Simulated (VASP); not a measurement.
# Ag (Im-3m) in VASP: further runs

The runs below take Ag through single point, with PBE.

Everything below comes from runs of VASP 6.6.1. Logs are shortened: lines on timing, memory, paths and dates and some standing lists are left out, and cuts for length are marked.

**1. The cell of the first run**

The structure is cubic, space group Im-3m (No. 229). The conventional cell has a = 3.094 Å, b = 3.094 Å, c = 3.094 Å, α = 90.00°, β = 90.00°, γ = 90.00°. Within 3.5 Å of Ag (site symmetry m-3m) lie 14 Ag at 2.68 to 3.09 Å.

This isn't the form of Ag at room conditions, which is fcc.

**2. Single point, PBE**

Contents of INCAR:

```
SYSTEM = Ag
  PREC = Accurate
  ENCUT = 500
  EDIFF = 1E-6
  ISMEAR = 0
  SIGMA = 0.05
  LREAL = .False.
  LASPH = .True.
  NELM = 120
  ALGO = Normal
  ISIF = 2
  LWAVE = .False.
  LCHARG = .False.
  GGA = PE
  NBANDS = 12
  GGA_COMPAT = .False.
```

Contents of KPOINTS:

```
regular mesh
0
Gamma
  11 11 11
  0 0 0
```

Contents of POSCAR:

```
Ag
1.0
   -1.5468009133      1.5468009133      1.5468009133
    1.5468009133     -1.5468009133      1.5468009133
    1.5468009133      1.5468009133     -1.5468009133
Ag
1
Direct
    0.0000000000      0.0000000000      0.0000000000
```

Potentials or basis: VASP PAW PBE potentials, release 64 (Ag).

Started as:

```bash
$ cat potpaw_PBE.64/Ag/POTCAR > POTCAR
$ mpirun -np 1 vasp_std > vasp.out
```

OUTCAR:

```text
SYSTEM = Ag
   PREC = Accurate
   ENCUT = 500
   EDIFF = 1E-6
   ISMEAR = 0
   LREAL = .False.
   LASPH = .True.
   NELM = 120
   ISIF = 2
   GGA = PE

 ion  position               nearest neighbor table
   1  0.000  0.000  0.000-

  LATTYP: Found a body centered cubic cell.
 ALAT       =     3.0936018266

  Lattice vectors:

 A1 = (  -1.5468009133,   1.5468009133,   1.5468009133)
 A2 = (   1.5468009133,  -1.5468009133,   1.5468009133)
 A3 = (   1.5468009133,   1.5468009133,  -1.5468009133)

Analysis of symmetry for initial positions (statically):
=====================================================================
 Subroutine PRICEL returns:
 Original cell was already a primitive cell.

 Routine SETGRP: Setting up the symmetry group for a
 body centered cubic supercell.

 Subroutine GETGRP returns: Found 48 space group operations
 (whereof 48 operations were pure point group operations)
 out of a pool of 48 trial point group operations.

The static configuration has the point symmetry O_h .

Analysis of symmetry for dynamics (positions and initial velocities):
=====================================================================
 Subroutine PRICEL returns:
 Original cell was already a primitive cell.

 Routine SETGRP: Setting up the symmetry group for a
 body centered cubic supercell.

 Subroutine GETGRP returns: Found 48 space group operations
 (whereof 48 operations were pure point group operations)
 out of a pool of 48 trial point group operations.

The dynamic configuration has the point symmetry O_h .

 Subroutine INISYM returns: Found 48 space group operations
 (whereof 48 operations are pure point group operations),
 and found     1 'primitive' translations

----------------------------------------------------------------------------------------

                                     Primitive cell

  volume of cell :      14.8035

  direct lattice vectors                    reciprocal lattice vectors
    -1.546800913  1.546800913  1.546800913     0.000000000  0.323247805  0.323247805
     1.546800913 -1.546800913  1.546800913     0.323247805  0.000000000  0.323247805
     1.546800913  1.546800913 -1.546800913     0.323247805  0.323247805  0.000000000

  length of vectors
     2.679137771  2.679137771  2.679137771     0.457141430  0.457141430  0.457141430

  position of ions in fractional coordinates (direct lattice)
     0.000000000  0.000000000  0.000000000

  ion indices of the primitive-cell ions
   primitive index   ion index
                 1           1

----------------------------------------------------------------------------------------

 KPOINTS: regular mesh

Automatic generation of k-mesh.
 Grid dimensions read from file:
 generate k-points for:   11   11   11

 Generating k-lattice:

  Cartesian coordinates                     Fractional coordinates (reciprocal lattice)
     0.000000000  0.029386164  0.029386164     0.090909091  0.000000000  0.000000000
     0.029386164  0.000000000  0.029386164     0.000000000  0.090909091  0.000000000
     0.029386164  0.029386164  0.000000000     0.000000000  0.000000000  0.090909091

  Length of vectors
     0.041558312  0.041558312  0.041558312

  Shift w.r.t. Gamma in fractional coordinates (k-lattice)
     0.000000000  0.000000000  0.000000000

 Subroutine IBZKPT returns following result:
 ===========================================

 Found     56 irreducible k-points:

 Following reciprocal coordinates:
            Coordinates               Weight
  0.000000  0.000000  0.000000      1.000000
  0.090909  0.000000  0.000000     12.000000
  0.181818  0.000000  0.000000     12.000000
  0.272727  0.000000  0.000000     12.000000
  0.363636  0.000000  0.000000     12.000000
  0.454545  0.000000  0.000000     12.000000
[... 16 lines left out ...]
  0.272727  0.181818  0.090909     48.000000
  0.363636  0.181818  0.090909     24.000000
 [... further k-points ...]
   k-points           NKPTS =     56   k-points in BZ     NKDIM =     56   number of bands    NBANDS=     12
   number of dos      NEDOS =    301   number of ions     NIONS =      1
   total plane-waves  NPLWV =   8000
   dimension x,y,z NGX =    20 NGY =   20 NGZ =   20
   dimension x,y,z NGXF=    40 NGYF=   40 NGZF=   40
   ions per type =               1
   NGX,Y,Z   is equivalent  to a cutoff of  12.41, 12.41, 12.41 a.u.
   NGXF,Y,Z  is equivalent  to a cutoff of  24.82, 24.82, 24.82 a.u.
 SYSTEM =  Ag
   PREC   = accura    normal or accurate (medium, high low for compatibility)
   ISTART =      0    job   : 0-new  1-cont  2-samecut
   ICHARG =      2    charge: 1-file 2-atom 10-const
   ISPIN  =      1    spin polarized calculation?
   LNONCOLLINEAR =      F non collinear calculations
   LSORBIT =      F    spin-orbit coupling
   LASPH  =      T    aspherical Exc in radial PAW
   ENCUT  =  500.0 eV  36.75 Ry    6.06 a.u.   4.88  4.88  4.88*2*pi/ulx,y,z
   NELM   =    120;   NELMIN=  2; NELMDL= -5     # of ELM steps
   EDIFF  = 0.1E-05   stopping-criterion for ELM
   LREAL  =      F    real-space projection
   EDIFFG = 0.1E-04   stopping-criterion for IOM
   NSW    =      0    number of steps for IOM
   IBRION =     -1    ionic relax: 0-MD 1-quasi-New 2-CG
   NFREE  =      0    steps in history (QN), initial steepest desc. (CG)
   ISIF   =      2    stress and relaxation
   ISYM   =      2    0-nonsym 1-usesym 2-fastsym
   POTIM  = 0.5000    time-step for ionic-motion
   TEBEG  =    0.0;   TEEND  =   0.0 temperature during run
   PSTRESS=    0.0 pullay stress
   NELECT =      11.0000    total number of electrons
   NUPDOWN=      -1.0000    fix difference up-down
   EMIN   =  10.00;   EMAX   =-10.00  energy-range for DOS
   EFERMI =   0.00;   METHOD = LEGACY
   ISMEAR =     0;   SIGMA  =   0.05  broadening in eV -4-tet -1-fermi 0-gaus
   EFERMI_NEDOS =   21; number of points for ismear=-14 and -15
   IALGO  =     38    algorithm
   IMIX   =      4    mixing-type and parameters
     AMIX     =   0.40;   BMIX     =  1.00
     AMIX_MAG =   1.60;   BMIX_MAG =  1.00
  volume/ion in A,a.u.               =      14.80        99.90
  Fermi-wavevector in a.u.,A,eV,Ry     =   1.482807  2.802099 29.915358  2.198717
  Thomas-Fermi vector in A             =   2.596547
   LORBIT       =      0    0 simple, 1 ext, 2 COOP (PROOUT), +10 PAW based schemes
   GGA     = PE    functional components
   LHFCALC =     F    Hartree Fock is set to
   AEXX    =    0.0000 exact exchange contribution
   IVDW    =     0    specifies the selected vdW correction
   LEPSILON=     F    determine dielectric tensor
   LRPA    =     F    only Hartree local field effects (RPA)
 non-spin polarized calculation
 Gauss-broadening in eV      SIGMA  =   0.05
  energy-cutoff  :      500.00
  volume of cell :       14.80
 maximum number of plane-waves:       384
   NGX =  9   NGY =  9   NGZ =  9

 number of electron      10.9999997 magnetization

 Free energy of the ion-electron system (eV)
  ---------------------------------------------------
  ext. energy  EPLUGINS =         0.00000000
  ---------------------------------------------------
  free energy    TOTEN  =        -2.45414310 eV

  energy without entropy =       -2.45258416  energy(sigma->0) =       -2.45336363

 E-fermi :  10.5749     XC(G=0): -13.0757

 val. band max:       10.5662903376   @ k =  -0.3636   0.4545   0.0909
 cond. band min:      10.6200086712   @ k =  -0.2727   0.4545   0.0909
 fundamental gap:      0.0537183336
 Fermi energy:        10.5749256394

 k-point     1 :       0.0000    0.0000    0.0000
  band No.  band energies     occupation
      1       1.6977      2.00000
      2       5.0409      2.00000
      3       5.0409      2.00000
      4       5.0409      2.00000
      5       6.7203      2.00000
      6       6.7203      2.00000
      7      28.9838      0.00000
      8      28.9838      0.00000
      9      28.9838      0.00000
     10      36.7478      0.00000
     11      36.7478      0.00000
     12      37.8071      0.00000

 k-point     2 :       0.0909    0.0000    0.0000
  band No.  band energies     occupation
      1       2.0011      2.00000
      2       4.9542      2.00000
      3       5.0511      2.00000
      4       5.2358      2.00000
      5       6.6270      2.00000
      6       6.7271      2.00000
      7      28.4979      0.00000
      8      28.9344      0.00000
      9      29.2826      0.00000
     10      34.5630      0.00000
     11      35.0735      0.00000
     12      36.0956      0.00000

 k-point     3 :       0.1818    0.0000    0.0000
  band No.  band energies     occupation
      1       2.7845      2.00000
      2       4.7283      2.00000
      3       5.1314      2.00000
      4       5.7862      2.00000
      5       6.4775      2.00000
      6       6.7510      2.00000
      7      26.3862      0.00000
      8      28.1615      0.00000
      9      30.0777      0.00000
     10      33.1557      0.00000
     11      33.4457      0.00000
     12      33.8542      0.00000

 k-point     4 :       0.2727    0.0000    0.0000
  band No.  band energies     occupation
      1       3.3899      2.00000
      2       4.4459      2.00000
      3       5.8324      2.00000
      4       6.4688      2.00000
      5       6.5804      2.00000
      6       6.7955      2.00000
      7      22.8682      0.00000
      8      26.6071      0.00000
      9      30.2629      0.00000
     10      31.0930      0.00000
     11      33.2492      0.00000
     12      35.2711      0.00000

 k-point     5 :       0.3636    0.0000    0.0000
  band No.  band energies     occupation
      1       3.3336      2.00000
      2       4.1986      2.00000
      3       6.5562      2.00000
      4       6.8503      2.00000
      5       7.4073      2.00000
      6       7.6643      2.00000
      7      19.1614      0.00000
      8      25.2315      0.00000
      9      27.9361      0.00000
     10      31.9803      0.00000
     11      33.6140      0.00000
     12      37.3825      0.00000
[... 228 lines left out ...]
      1       2.2974      2.00000
      2       5.0723      2.00000
      3       5.0723      2.00000
      4       5.2320      2.00000
      5       6.4061      2.00000
      6       6.8462      2.00000
      7      27.9761      0.00000
      8      29.4142      0.00000
      9      29.4142      0.00000
     10      31.9010      0.00000
     11      35.3251      0.00000
     12      35.3251      0.00000

 k-point    22 :       0.1818    0.1818    0.0909
  band No.  band energies     occupation
      1       4.0785      2.00000
      2       4.3937      2.00000
      3       5.0117      2.00000
      4       6.6606      2.00000
      5       6.8517      2.00000
      6       9.6069      2.00000
      7      21.5148      0.00000
      8      21.9141      0.00000
      9      24.1622      0.00000
     10      32.9796      0.00000
     11      37.9820      0.00000
     12      38.9089      0.00000

 k-point    23 :       0.2727    0.1818    0.0909
  band No.  band energies     occupation
      1       3.9381      2.00000
      2       4.2875      2.00000
      3       5.5870      2.00000
      4       6.7439      2.00000
      5       6.9281      2.00000
      6      11.7962      0.00000
      7      18.1593      0.00000
      8      20.7604      0.00000
      9      23.3264      0.00000
     10      34.0589      0.00000
     11      37.3557      0.00000
     12      39.3459      0.00000

 k-point    24 :       0.3636    0.1818    0.0909
  band No.  band energies     occupation
      1       3.8728      2.00000
      2       4.2382      2.00000
      3       5.8432      2.00000
      4       6.7959      2.00000
      5       6.9502      2.00000
      6      13.6204      0.00000
      7      15.8877      0.00000
      8      20.3775      0.00000
      9      23.0374      0.00000
     10      34.4879      0.00000
     11      36.9909      0.00000
     12      39.4540      0.00000

 [... further k-points ...]
[... 5 lines left out ...]
  --------------------------------------------------------------------------------------
  -------------------------------------------------------------------------------------
  Total        2.7386717      2.7386717      2.7386717      0.0000000     -0.0000000     -0.0000000
  in kB      296.4062112    296.4062112    296.4062112      0.0000000     -0.0000000     -0.0000000
  external PRESSURE =     296.4062112 kB  Pullay stress =       0.0000000 kB

 VOLUME and BASIS-vectors are now :
 -----------------------------------------------------------------------------
  energy-cutoff  :      500.00
  volume of cell :       14.80
      direct lattice vectors                 reciprocal lattice vectors
    -1.546800913  1.546800913  1.546800913     0.000000000  0.323247805  0.323247805
     1.546800913 -1.546800913  1.546800913     0.323247805  0.000000000  0.323247805
     1.546800913  1.546800913 -1.546800913     0.323247805  0.323247805  0.000000000

 POSITION                                       TOTAL-FORCE (eV/Angst)
 -----------------------------------------------------------------------------------
      0.00000      0.00000      0.00000         0.000000     -0.000000      0.000000
 -----------------------------------------------------------------------------------
    total drift:                                0.000000     -0.000000      0.000000

  FREE ENERGIE OF THE ION-ELECTRON SYSTEM (eV)
  ---------------------------------------------------
  free  energy   TOTEN  =        -2.4541431021 eV

  energy  without entropy=       -2.4525841624  energy(sigma->0) =       -2.45336363
```

Run time: 6.8 s. Hardware: 1 thread of AMD EPYC 7R13 (Zen 3), shared host; peak memory 0.1 GiB.

What came out:

* Free energy: -2.4541 eV
* Pressure: 29.6 GPa
* Band gap on the k mesh: zero (an odd number of electrons rules out a gap without spin polarisation)

Levels at points of the mesh, in eV from the Fermi level:
| k point | band 4 | band 5 | band 6 | band 7 | band 8 | band 9 |
| --- | --- | --- | --- | --- | --- | --- |
| (0.00, 0.00, 0.00) | -5.53 | -3.85 | -3.85 | 18.41 | 18.41 | 18.41 |

Caveat: the cell stands under pressure.

**3. Single point, PBE**

This run uses another cell than the first one, of 14.01 Å³/atom.

Contents of INCAR:

```
PREC     = Accurate       # precision mode
ENCUT    = 500            # plane-wave cutoff, eV
EDIFF    = 1E-6           # SCF threshold, eV
ISMEAR   = 0              # smearing method
SIGMA    = 0.05           # smearing width, eV
LREAL    = F              # projectors in reciprocal space
LASPH    = T              # aspherical terms in the spheres
NELM     = 120            # most SCF steps
ALGO     = Normal         # electronic algorithm
ISIF     = 2              # what is computed and relaxed
LWAVE    = F              # write WAVECAR
LCHARG   = T              # write CHGCAR
GGA      = PE             # functional
LELF     = T              # ELF
LVHAR    = T            
NBANDS   = 12             # bands
GGA_COMPAT= F
```

Contents of KPOINTS:

```
Automatic mesh
0
Gamma
  11 11 11
```

Contents of POSCAR:

```
Ag
1.0
   -1.5187268195      1.5187268195      1.5187268195
    1.5187268195     -1.5187268195      1.5187268195
    1.5187268195      1.5187268195     -1.5187268195
Ag
1
Direct
    0.0000000000      0.0000000000      0.0000000000
```

Potentials or basis: VASP PAW PBE potentials, release 64 (Ag).

Started as:

```bash
$ cat potpaw_PBE.64/Ag/POTCAR > POTCAR
$ mpirun -np 1 vasp_std > vasp.out
```

Run time: 6.6 s. Hardware: 1 thread of AMD EPYC 7R13 (Zen 3), shared host; peak memory 0.1 GiB.

The run converged. Its results:

| Item | Value |
| --- | --- |
| Free energy | -2.2728 eV |
| Pressure | 44.5 GPa |
| Band gap on the k mesh | zero (an odd number of electrons rules out a gap without spin polarisation) |

Levels at points of the mesh, in eV from the Fermi level:
```
           k point  band 3  band 4  band 5  band 6  band 7  band 8  band 9  band 10
(0.00, 0.00, 0.00)   -5.83   -5.83   -3.99   -3.99   18.51   18.51   18.51    26.87
```

Caveat: the cell stands under pressure.
